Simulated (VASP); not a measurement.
# ZnO (Pm-3m) in VASP: a series of runs

ZnO is run at these levels: r2SCAN; tasks: single point.

Everything below comes from runs of VASP 6.6.1. Logs are shortened: lines on timing, memory, paths and dates and some standing lists are left out, and cuts for length are marked.

### 1 The cell of the first run

It takes space group Pm-3m (No. 221, cubic). Conventional cell: a = 2.646 Å, b = 2.646 Å, c = 2.646 Å, α = 90.00°, β = 90.00°, γ = 90.00°. Zn (site symmetry m-3m) has 8 O at 2.29 Å and 6 Zn at 2.65 Å within 3.0 Å. Within 3.0 Å of O (site symmetry m-3m) lie 8 Zn at 2.29 Å and 6 O at 2.65 Å.

### 2 Single point, r2SCAN

File POSCAR:

```
ZnO
1.0
    2.6461709623      0.0000000000      0.0000000000
    0.0000000000      2.6461709623      0.0000000000
    0.0000000000      0.0000000000      2.6461709623
Zn O
1 1
Direct
    0.0000000000      0.0000000000      0.0000000000
    0.5000000000      0.5000000000      0.5000000000
```

File INCAR.step1:

```
ALGO = Normal
EDIFF = 1E-5
ENCUT = 1480
GGA = PE
GGA_COMPAT = False
ISMEAR = -1
LASPH = True
LCHARG = False
LREAL = False
LWAVE = True
NBANDS = 16
NELM = 120
PREC = Accurate
SIGMA = 0.02
```

File INCAR.step2:

```
ALGO = Normal
EDIFF = 1E-6
ENCUT = 1480
GGA_COMPAT = False
ISIF = 2
ISMEAR = -1
ISTART = 1
LASPH = True
LCHARG = True
LELF = True
LMIXTAU = True
LREAL = False
LVHAR = True
LWAVE = False
METAGGA = R2SCAN
NBANDS = 16
NELM = 120
PREC = Accurate
SIGMA = 0.02
```

File KPOINTS:

```
k-points
0
Gamma
  6 6 6
```

Potentials or basis: VASP PAW PBE potentials, release 64 (Zn, O_h).

On the command line:

```console
> cat potpaw_PBE.64/Zn/POTCAR potpaw_PBE.64/O_h/POTCAR > POTCAR
> cp INCAR.step1 INCAR
> mpirun -np 1 vasp_std > vasp.out
> cp INCAR.step2 INCAR
> mpirun -np 1 vasp_std > vasp.out
```

OUTCAR:

```text
EDIFF = 1E-6
   ENCUT = 1480
   ISIF = 2
   ISMEAR = -1
   ISTART = 1
   LASPH = True
   LREAL = False
   METAGGA = R2SCAN
   NELM = 120
   PREC = Accurate

 ion  position               nearest neighbor table
   1  0.000  0.000  0.000-
   2  0.500  0.500  0.500-

  LATTYP: Found a simple cubic cell.
 ALAT       =     2.6461709623

  Lattice vectors:

 A1 = (   2.6461709623,   0.0000000000,   0.0000000000)
 A2 = (   0.0000000000,   2.6461709623,   0.0000000000)
 A3 = (   0.0000000000,   0.0000000000,   2.6461709623)

Analysis of symmetry for initial positions (statically):
=====================================================================
 Subroutine PRICEL returns:
 Original cell was already a primitive cell.

 Routine SETGRP: Setting up the symmetry group for a
 simple cubic supercell.

 Subroutine GETGRP returns: Found 48 space group operations
 (whereof 48 operations were pure point group operations)
 out of a pool of 48 trial point group operations.

The static configuration has the point symmetry O_h .

Analysis of symmetry for dynamics (positions and initial velocities):
=====================================================================
 Subroutine PRICEL returns:
 Original cell was already a primitive cell.

 Routine SETGRP: Setting up the symmetry group for a
 simple cubic supercell.

 Subroutine GETGRP returns: Found 48 space group operations
 (whereof 48 operations were pure point group operations)
 out of a pool of 48 trial point group operations.

The dynamic configuration has the point symmetry O_h .

 Subroutine INISYM returns: Found 48 space group operations
 (whereof 48 operations are pure point group operations),
 and found     1 'primitive' translations

----------------------------------------------------------------------------------------

                                     Primitive cell

  volume of cell :      18.5291

  direct lattice vectors                    reciprocal lattice vectors
     2.646170962  0.000000000  0.000000000     0.377904532  0.000000000  0.000000000
     0.000000000  2.646170962  0.000000000     0.000000000  0.377904532  0.000000000
     0.000000000  0.000000000  2.646170962     0.000000000  0.000000000  0.377904532

  length of vectors
     2.646170962  2.646170962  2.646170962     0.377904532  0.377904532  0.377904532

  position of ions in fractional coordinates (direct lattice)
     0.000000000  0.000000000  0.000000000
     0.500000000  0.500000000  0.500000000

  ion indices of the primitive-cell ions
   primitive index   ion index
                 1           1
                 2           2

----------------------------------------------------------------------------------------

 KPOINTS: k-points

Automatic generation of k-mesh.
 Grid dimensions read from file:
 generate k-points for:    6    6    6

 Generating k-lattice:

  Cartesian coordinates                     Fractional coordinates (reciprocal lattice)
     0.062984089  0.000000000  0.000000000     0.166666667  0.000000000  0.000000000
     0.000000000  0.062984089  0.000000000     0.000000000  0.166666667  0.000000000
     0.000000000  0.000000000  0.062984089     0.000000000  0.000000000  0.166666667

  Length of vectors
     0.062984089  0.062984089  0.062984089

  Shift w.r.t. Gamma in fractional coordinates (k-lattice)
     0.000000000  0.000000000  0.000000000

 Subroutine IBZKPT returns following result:
 ===========================================

 Found     20 irreducible k-points:

 Following reciprocal coordinates:
            Coordinates               Weight
  0.000000  0.000000  0.000000      1.000000
  0.166667  0.000000  0.000000      6.000000
  0.333333  0.000000  0.000000      6.000000
  0.500000  0.000000  0.000000      3.000000
  0.166667  0.166667  0.000000     12.000000
  0.333333  0.166667  0.000000     24.000000
[... 12 lines left out ...]
  0.500000  0.500000  0.333333      6.000000
  0.500000  0.500000  0.500000      1.000000
   k-points           NKPTS =     20   k-points in BZ     NKDIM =     20   number of bands    NBANDS=     16
   number of dos      NEDOS =    301   number of ions     NIONS =      2
   total plane-waves  NPLWV =  46656
   dimension x,y,z NGX =    36 NGY =   36 NGZ =   36
   dimension x,y,z NGXF=    72 NGYF=   72 NGZF=   72
   ions per type =               1   1
   NGX,Y,Z   is equivalent  to a cutoff of  22.62, 22.62, 22.62 a.u.
   NGXF,Y,Z  is equivalent  to a cutoff of  45.23, 45.23, 45.23 a.u.
 SYSTEM =  unknown system
   PREC   = accura    normal or accurate (medium, high low for compatibility)
   ISTART =      1    job   : 0-new  1-cont  2-samecut
   ICHARG =      0    charge: 1-file 2-atom 10-const
   ISPIN  =      1    spin polarized calculation?
   LNONCOLLINEAR =      F non collinear calculations
   LSORBIT =      F    spin-orbit coupling
   LASPH  =      T    aspherical Exc in radial PAW
   ENCUT  = 1480.0 eV 108.78 Ry   10.43 a.u.   8.30  8.30  8.30*2*pi/ulx,y,z
   NELM   =    120;   NELMIN=  2; NELMDL=  0     # of ELM steps
   EDIFF  = 0.1E-05   stopping-criterion for ELM
   LREAL  =      F    real-space projection
   EDIFFG = 0.1E-04   stopping-criterion for IOM
   NSW    =      0    number of steps for IOM
   IBRION =     -1    ionic relax: 0-MD 1-quasi-New 2-CG
   NFREE  =      0    steps in history (QN), initial steepest desc. (CG)
   ISIF   =      2    stress and relaxation
   ISYM   =      2    0-nonsym 1-usesym 2-fastsym
   POTIM  = 0.5000    time-step for ionic-motion
   TEBEG  =    0.0;   TEEND  =   0.0 temperature during run
   PSTRESS=    0.0 pullay stress
   NELECT =      18.0000    total number of electrons
   NUPDOWN=      -1.0000    fix difference up-down
   EMIN   =  10.00;   EMAX   =-10.00  energy-range for DOS
   EFERMI =   0.00;   METHOD = LEGACY
   ISMEAR =    -1;   SIGMA  =   0.02  broadening in eV -4-tet -1-fermi 0-gaus
   EFERMI_NEDOS =   21; number of points for ismear=-14 and -15
   IALGO  =     38    algorithm
   IMIX   =      4    mixing-type and parameters
     AMIX     =   0.40;   BMIX     =  1.00
     AMIX_MAG =   1.60;   BMIX_MAG =  1.00
  volume/ion in A,a.u.               =       9.26        62.52
  Fermi-wavevector in a.u.,A,eV,Ry     =   1.621366  3.063938 35.767379  2.628828
  Thomas-Fermi vector in A             =   2.715154
   LORBIT       =      0    0 simple, 1 ext, 2 COOP (PROOUT), +10 PAW based schemes
   METAGGA = R2SCAN    functional components
   LHFCALC =     F    Hartree Fock is set to
   AEXX    =    0.0000 exact exchange contribution
   IVDW    =     0    specifies the selected vdW correction
   LEPSILON=     F    determine dielectric tensor
   LRPA    =     F    only Hartree local field effects (RPA)
 non-spin polarized calculation
  energy-cutoff  :     1480.00
  volume of cell :       18.53
 maximum number of plane-waves:      2440
 NGX is ok and might be reduce to    36
   NGX = 17   NGY = 17   NGZ = 17

 number of electron      17.9999998 magnetization

 Free energy of the ion-electron system (eV)
  ---------------------------------------------------
  ext. energy  EPLUGINS =         0.00000000
  ---------------------------------------------------
  free energy    TOTEN  =       -16.68942207 eV

  energy without entropy =      -16.68878447  energy(sigma->0) =      -16.68910327

 E-fermi :   3.7091     XC(G=0): -13.5636

 val. band max:        3.6710959194   @ k =   0.5000   0.0000   0.0000
 cond. band min:       5.6390389578   @ k =   0.1667   0.0000   0.0000
 fundamental gap:      1.9679430384
 Fermi energy:         3.7090739004

 k-point     1 :       0.0000    0.0000    0.0000
  band No.  band energies     occupation
      1     -16.1065      2.00000
      2      -3.0122      2.00000
      3      -3.0122      2.00000
      4      -1.8697      2.00000
      5      -1.8697      2.00000
      6      -1.8697      2.00000
[... 8 lines left out ...]
     15      22.8597      0.00000
     16      37.4425      0.00000

 k-point     2 :       0.1667    0.0000    0.0000
  band No.  band energies     occupation
      1     -15.8259      2.00000
      2      -3.0247      2.00000
      3      -2.9766      2.00000
      4      -2.0605      2.00000
      5      -2.0605      2.00000
      6      -1.8602      2.00000
[... 8 lines left out ...]
     15      25.0605      0.00000
     16      32.1464      0.00000

 k-point     3 :       0.3333    0.0000    0.0000
  band No.  band energies     occupation
      1     -15.1820      2.00000
      2      -3.8850      2.00000
      3      -2.9049      2.00000
      4      -2.3875      2.00000
      5      -2.3875      2.00000
      6      -1.8411      2.00000
[... 8 lines left out ...]
     15      27.2967      0.00000
     16      29.7540      0.00000

 k-point     4 :       0.5000    0.0000    0.0000
  band No.  band energies     occupation
      1     -14.8020      2.00000
      2      -4.6966      2.00000
      3      -2.8687      2.00000
      4      -2.5315      2.00000
      5      -2.5315      2.00000
      6      -1.8315      2.00000
[... 8 lines left out ...]
     15      24.6024      0.00000
     16      33.3166      0.00000
[... 248 lines left out ...]
 k-point    18 :       0.5000    0.3333    0.3333
  band No.  band energies     occupation
      1     -13.6123      2.00000
      2      -3.4872      2.00000
      3      -3.4804      2.00000
      4      -2.8141      2.00000
      5      -1.9725      2.00000
      6      -1.7649      2.00000
[... 8 lines left out ...]
     15      25.4553      0.00000
     16      26.8516      0.00000

 k-point    19 :       0.5000    0.5000    0.3333
  band No.  band energies     occupation
      1     -13.3662      2.00000
      2      -3.6136      2.00000
      3      -3.6136      2.00000
      4      -3.3313      2.00000
      5      -1.8602      2.00000
      6      -1.5713      2.00000
[... 8 lines left out ...]
     15      26.4548      0.00000
     16      26.4548      0.00000

 k-point    20 :       0.5000    0.5000    0.5000
  band No.  band energies     occupation
      1     -13.1011      2.00000
      2      -3.8346      2.00000
      3      -3.8346      2.00000
      4      -3.8346      2.00000
      5      -1.5667      2.00000
      6      -1.5667      2.00000
[... 8 lines left out ...]
     15      26.3625      0.00000
     16      26.3625      0.00000

------------------------ aborting loop because EDIFF is reached ----------------------------------------

  FORCE on cell =-STRESS in cart. coord.  units (eV):
  Direction    XX          YY          ZZ          XY          YZ          ZX
  --------------------------------------------------------------------------------------
  -------------------------------------------------------------------------------------
  Total        0.1998575      0.1998575      0.1998575     -0.0000000     -0.0000000     -0.0000000
  in kB       17.2813404     17.2813404     17.2813404     -0.0000000     -0.0000000     -0.0000000
  external PRESSURE =      17.2813404 kB  Pullay stress =       0.0000000 kB

 VOLUME and BASIS-vectors are now :
 -----------------------------------------------------------------------------
  energy-cutoff  :     1480.00
  volume of cell :       18.53
      direct lattice vectors                 reciprocal lattice vectors
     2.646170962  0.000000000  0.000000000     0.377904532  0.000000000  0.000000000
     0.000000000  2.646170962  0.000000000     0.000000000  0.377904532  0.000000000
     0.000000000  0.000000000  2.646170962     0.000000000  0.000000000  0.377904532

 POSITION                                       TOTAL-FORCE (eV/Angst)
 -----------------------------------------------------------------------------------
      0.00000      0.00000      0.00000         0.000000      0.000000      0.000000
      1.32309      1.32309      1.32309         0.000000      0.000000      0.000000
 -----------------------------------------------------------------------------------
    total drift:                               -0.000000      0.000000      0.000000

  FREE ENERGIE OF THE ION-ELECTRON SYSTEM (eV)
  ---------------------------------------------------
  free  energy   TOTEN  =       -16.6894220662 eV

  energy  without entropy=      -16.6887844674  energy(sigma->0) =      -16.68910327
```

It took 67 s on 1 thread of AMD EPYC 9R45 (Zen 5), shared host; peak memory 0.2 GiB.

Results:

- Free energy: -16.6894 eV
- Pressure: 1.7 GPa
- Band gap on the k mesh: zero (bands 9 and 10 overlap by 0.04 eV)

Caveat: the k points lie up to 0.40 Å⁻¹ apart; the structure was generated, so it needn't be the stable form of ZnO; semilocal functionals underestimate gaps, and a narrow one can read as zero; the PAW data sets were made with another functional, which shifts forces and pressure a little.

(Part 1 of 2 ends here.)

The gap in the log of VASP goes by the Fermi energy; the results here count the filled bands.